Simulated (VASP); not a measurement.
A run of VASP 6.6.1:

File INCAR:

```
SYSTEM = Ir
PREC     = Accurate       ! precision mode
ENCUT    = 500            ! plane-wave cutoff, eV
EDIFF    = 1E-6           ! SCF threshold, eV
ISMEAR   = 0              ! smearing method
SIGMA    = 0.1            ! smearing width, eV
LREAL    = .FALSE.        ! projectors in reciprocal space
LASPH    = .TRUE.         ! aspherical terms in the spheres
NELM     = 120            ! most SCF steps
ALGO     = Normal         ! electronic algorithm
ISIF     = 2              ! what is computed and relaxed
LWAVE    = .FALSE.        ! write WAVECAR
LCHARG   = .FALSE.        ! write CHGCAR
GGA      = PE             ! functional
IVDW     = 12             ! dispersion correction
NBANDS   = 10             ! bands
GGA_COMPAT= .FALSE.
```

File KPOINTS:

```
Automatic mesh
0
G
  8 8 8
  0 0 0
```

The input POSCAR:

```
Ir
1.0
    0.0000000000      1.9197000000      1.9197000000
    1.9197000000      0.0000000000      1.9197000000
    1.9197000000      1.9197000000      0.0000000000
Ir
1
Direct
    0.0000000000      0.0000000000      0.0000000000
```

Potentials or basis: VASP PAW PBE potentials, release 64 (Ir).

Launch:

```console
$ cat potpaw_PBE.64/Ir/POTCAR > POTCAR
$ mpirun -np 1 vasp_std > vasp.out
```

Hardware: 1 thread of Intel(R) Xeon(R) 6975P-C (Granite Rapids), with other jobs on the host.

Q: Estimate the wall time of this run.

A: Run time: 2.1 s on 1 thread of Intel(R) Xeon(R) 6975P-C (Granite Rapids), with other jobs on the host, peak memory 0.14 GiB. Counts: scf iterations 11, k points 29.
